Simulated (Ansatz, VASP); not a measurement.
## Two plane-wave programs on Au

```
Au
1.0
     0.00000    2.07491    2.07491
     2.07491    0.00000    2.07491
     2.07491    2.07491    0.00000
Au
1
Direct
  0.00000 0.00000 0.00000
```

Alike in both runs: task single point; functional r2SCAN50; k mesh 6 × 6 × 6; occupations fermi-dirac, width 0.05 eV; no spin polarisation.

|  | VASP | Ansatz |
| --- | --- | --- |
| version | VASP 6.6.1 | Ansatz 0.2.0 |
| potentials or method | VASP PAW PBE potentials, release 64 (Au) | Ansatz PAW |
| plane-wave cutoff (eV) | 520 | 500 |
| valence electrons in the cell | 11 | 19 |

Ansatz gave:

| Quantity | Value |
| --- | --- |
| gap on the k mesh at the Fermi level (eV) | none |
| pressure (GPa) | -2.9 |

Problem. What did VASP give for the same quantities?

Solution. gap on the k mesh at the Fermi level (eV): none; pressure (GPa): -3.2.

VASP's potentials were made for PBE, not for r2SCAN50. A gap of «none» marks a metal or a gap that the smearing closes. VASP's potentials hold 11 valence electrons a cell and Ansatz's 19, so a difference there can come from the potentials and not from the codes.

The k mesh is coarse, so the values compare programs but aren't converged. Neither program's run includes spin-orbit coupling.
